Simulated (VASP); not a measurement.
Ir:

```xyz
2
Lattice="2.6500 0.0000 0.0000 -1.3250 2.2950 0.0000 0.0000 0.0000 4.2967" Properties=species:S:1:pos:R:3 pbc="T T T"
Ir    1.3250    0.7650    3.2225
Ir    0.0000    1.5300    1.0742
```

This isn't the form of Ir at room conditions, which is fcc.

Base run:

- Program: VASP 6.6.1
- Functional: LDA
- Potentials or basis: VASP PAW LDA potentials, release 64 (Ir_sv_GW)
- Cutoff: 560 eV
- k mesh: 21 × 21 × 12
- Occupations: gaussian, width 0.15 eV
- Spin: collinear spin
- Starting moments: [0.5, 0.5] μB
- Fixed moment: 1 μB

Its results: pressure 31.4 GPa; site moments Ir +0.49 μB.

Task: The run is repeated on the same cell with these changes: fixed moment from 1 μB to 0.6 μB; moments at the start from [0.5, 0.5] to [0.3, 0.3]. What comes out?

Result: Pressure 29.8 GPa; site moments Ir +0.30 μB.

Caveats: the cell stands under pressure; the total moment is fixed, so each spin has its own Fermi level and the state may be an excited one.
